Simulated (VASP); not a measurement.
Wanted: the native input for a VASP 6.6.1 run.

| Property | Result |
| --- | --- |
| Task | single point |
| Functional | PBEsol |
| Potentials or basis | VASP PAW PBE potentials, release 64 (Sb, Pt) |
| Cutoff | 520 eV |
| k mesh | 12 × 12 × 8 |
| Occupations | gaussian, width 0.1 eV |
| Spin | no spin polarisation |
| Dipole correction | no |
| Further INCAR settings | ALGO = Fast; EDIFF = 1e-06; NBANDS = 23 |

The structure of SbPt lies in POSCAR:

```
SbPt
1.0
    4.1282625100      0.0000000000      0.0000000000
   -2.0641312550      3.5751802071      0.0000000000
    0.0000000000      0.0000000000      5.4336498253
Sb Pt
2 2
Direct
    0.3333333333      0.6666666667      0.2500000000
    0.6666666667      0.3333333333      0.7500000000
    0.0000000000      0.0000000000      0.0000000000
    0.0000000000      0.0000000000      0.5000000000
```

The input as run:

INCAR

```
ALGO = Fast ; EDIFF = 1E-6
ENCUT = 520 ; GGA = PS
ISIF = 2 ; ISMEAR = 0
LASPH = T ; LCHARG = F
LREAL = F ; LWAVE = F
NBANDS = 23 ; NELM = 100
PREC = Accurate ; SIGMA = 0.1
```

KPOINTS

```
k-points
0
Gamma
  12 12 8
```

Potentials or basis: VASP PAW PBE potentials, release 64 (Sb, Pt).

Command:

```sh
$ cat potpaw_PBE.64/Sb/POTCAR potpaw_PBE.64/Pt/POTCAR > POTCAR
$ mpirun -np 1 vasp_std > vasp.out
```

It gave:

The pressure is 3.8 GPa and the band gap on the k mesh is zero (bands 15 and 16 overlap by 4.19 eV).

Caveat: the cell stands under pressure; the PAW data sets were made with another functional, which shifts forces and pressure a little; spin-orbit coupling is left out, which moves the levels of the heavy elements.

It took 4 min on 1 thread of Oxide Virtual Turin-like Processor, with other jobs on the host, peak memory 0.27 GiB.
